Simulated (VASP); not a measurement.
GaN:

```
CELL_PARAMETERS angstrom
0.00000 2.28606 2.20813
2.28606 0.00000 2.20813
2.28606 2.28606 0.00000
ATOMIC_POSITIONS crystal
Ga 0.00000 0.00000 0.00000
N 0.25000 0.25000 0.25000
```

This cell differs from its parent crystal: epitaxial xy strain +1.7%.

Base run:

| Quantity | Value |
| --- | --- |
| Program | VASP 6.6.1 |
| Functional | r2SCAN |
| Potentials or basis | VASP PAW PBE potentials, release 64 (Ga_d, N) |
| Cutoff | 520 eV |
| k mesh | 10 × 10 × 10 |
| Occupations | gaussian, width 0.01 eV |
| Spin | no spin polarisation |

Its results: band gap on the k mesh 1.96 eV; pressure -1.8 GPa.

Task: The run is repeated on the same cell with these changes: functional from r2SCAN to PBE; occupations from gaussian, width 0.01 eV to fermi-dirac, width 0.02 eV. What comes out?

Result: Band gap on the k mesh 1.57 eV; pressure 3.4 GPa.

Caveats: the PAW data sets were made with another functional, which shifts forces and pressure a little (at least some runs); the cell stands under pressure (at least some runs).

